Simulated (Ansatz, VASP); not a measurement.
**Zn2S in VASP and in Ansatz**

```
CELL_PARAMETERS angstrom
4.14785 0.00000 0.00000
-2.07392 3.59214 0.00000
0.00000 0.00000 3.72270
ATOMIC_POSITIONS crystal
Zn 0.33333 0.66667 0.50000
Zn 0.66667 0.33333 0.50000
S 0.00000 0.00000 0.00000
```

Alike in both runs: functional PBE; k mesh 6 × 6 × 4; occupations gaussian, width 0.1 eV; no spin polarisation.

Ansatz relaxed the structure, and its values are those at the end. VASP's run is a single point on that final structure, the one shown.

```csv
,VASP,Ansatz
version,VASP 6.6.1,Ansatz 0.2.0
potentials or method,"VASP PAW PBE potentials, release 64 (Zn, S), cutoff 520 eV","scalar-relativistic, plane waves, PAW"
valence electrons in the cell,30,30
```

```tsv
	VASP	Ansatz	Ansatz less VASP
gap on the k mesh at the Fermi level (eV)	none	none	-
pressure (GPa)	0.3	0.1	-0.20
```

A gap of «none» marks a metal or a gap that the smearing closes. The functional is the same, so the differences come from potentials, cutoffs and numerics.

The k mesh is coarse, so the values compare programs but aren't converged.
